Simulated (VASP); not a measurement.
Write the native input for VASP 6.6.1 that does the following.

```yaml
Task: single point
Functional: PBEsol
Potentials_or_basis: VASP PAW PBE potentials, release 64 (Ni, Ge_d)
Cutoff: 520 eV
k_mesh: 7 × 7 × 7
Occupations: fermi-dirac, width 0.1 eV
Spin: collinear spin, ferromagnetic start
Starting_moments: "[1.61, 1.61, 1.61, 0.47] μB"
Fixed_moment: 5.4 μB
Dipole_correction: no
Further_INCAR_settings: ALGO = Normal; EDIFF = 1e-06; NBANDS = 34
```

The structure of Ni3Ge lies in POSCAR:

```
Ni3Ge
1.0
    3.5303341100      0.0000000000      0.0000000000
    0.0000000000      3.5303341100      0.0000000000
    0.0000000000      0.0000000000      3.5303341100
Ni Ge
3 1
Direct
    0.5000000000      0.0000000000      0.5000000000
    0.0000000000      0.5000000000      0.5000000000
    0.5000000000      0.5000000000      0.0000000000
    0.0000000000      0.0000000000      0.0000000000
```

The input as run:

INCAR

```
SYSTEM = Ni3Ge
ALGO = Normal
EDIFF = 1E-6
ENCUT = 520
GGA = PS
ISIF = 2
ISMEAR = -1
ISPIN = 2
LASPH = .TRUE.
LCHARG = .TRUE.
LELF = .TRUE.
LMAXMIX = 4
LORBIT = 11
LREAL = .FALSE.
LVHAR = .TRUE.
LWAVE = .FALSE.
MAGMOM = 1.61 1.61 1.61 0.47
NBANDS = 34
NELM = 150
NUPDOWN = 5.4
PREC = Accurate
SIGMA = 0.1
```

KPOINTS

```
k-points
0
G
  7 7 7
  0 0 0
```

Potentials or basis: VASP PAW PBE potentials, release 64 (Ni, Ge_d).

Run with:

```bash
$ cat potpaw_PBE.64/Ni/POTCAR potpaw_PBE.64/Ge_d/POTCAR > POTCAR
$ mpirun -np 1 vasp_std > vasp.out
```

It gave:

```yaml
Pressure: 26.0 GPa
Net_moment: 5.40 μB per cell
Site_moments: Ni +1.50; Ge +0.53 μB
Valence_electrons_inside_the_program's_atomic_spheres: Ni 9.36; Ge 12.63
```

Caveat: the PAW data sets were made with another functional, which shifts forces and pressure a little; the total moment is fixed, so each spin has its own Fermi level.

Wall time 34 s on 1 thread of Intel(R) Xeon(R) Platinum 8559C (Emerald Rapids), on a shared host, peak memory 0.19 GiB.
